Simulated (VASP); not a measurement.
SrO: single point with PBE

SrO:

```
CELL_PARAMETERS angstrom
-0.01285 2.56980 2.56980
2.56980 -0.01285 2.56980
2.55695 2.55695 0.00000
ATOMIC_POSITIONS crystal
Sr 0.00000 0.00000 0.00000
O 0.50000 0.50000 0.50000
```

This cell differs from its parent crystal: strain -0.0100 x Voigt [0, 0, 0, 0, 0, 1].

| Property | Result |
| --- | --- |
| Program | VASP 6.6.1 |
| Task | single point |
| Functional | PBE |
| Potentials or basis | VASP PAW PBE potentials, release 64 (Sr_sv, O) |
| Cutoff | 520 eV |
| k mesh | 8 × 8 × 8 |
| Occupations | gaussian, width 0.05 eV |
| Spin | no spin polarisation |

The pressure is 3.5 GPa and the band gap on the k mesh is 3.25 eV, indirect (least direct gap 3.34 eV).

Stress tensor (GPa, compression positive):
```
3.51 0.54 0.00
0.54 3.51 0.00
0.00 0.00 3.51
```

Levels at points of the mesh, in eV from the valence-band top:
```csv
k point,band 4,band 5,band 6,band 7,band 8,band 9,band 10,band 11,band 12,band 13
"(0.00, 0.00, 0.00)",-14.03,-14.03,-0.02,-0.01,0.00,3.98,6.14,6.20,6.26,8.37
"(0.50, 0.00, 0.00)",-14.11,-12.83,-2.18,-1.15,-1.12,6.53,8.45,8.77,8.87,11.90
"(0.50, 0.50, 0.00)",-14.41,-14.39,-0.44,-0.11,-0.09,3.25,7.80,10.17,10.38,11.08
"(0.00, 0.00, 0.50)",-14.12,-12.85,-2.18,-1.18,-1.15,6.56,8.46,8.82,8.92,11.92
"(0.50, 0.00, 0.50)",-14.40,-14.40,-0.44,-0.10,-0.10,3.25,7.80,10.17,10.38,11.09
```

It took 71 s on 1 thread of Intel Xeon 8259CL, on a shared host, peak memory 0.19 GiB.

Caveat: the cell differs from its parent crystal (strain -0.0100 x Voigt [0, 0, 0, 0, 0, 1]). A k mesh can miss the band edges.
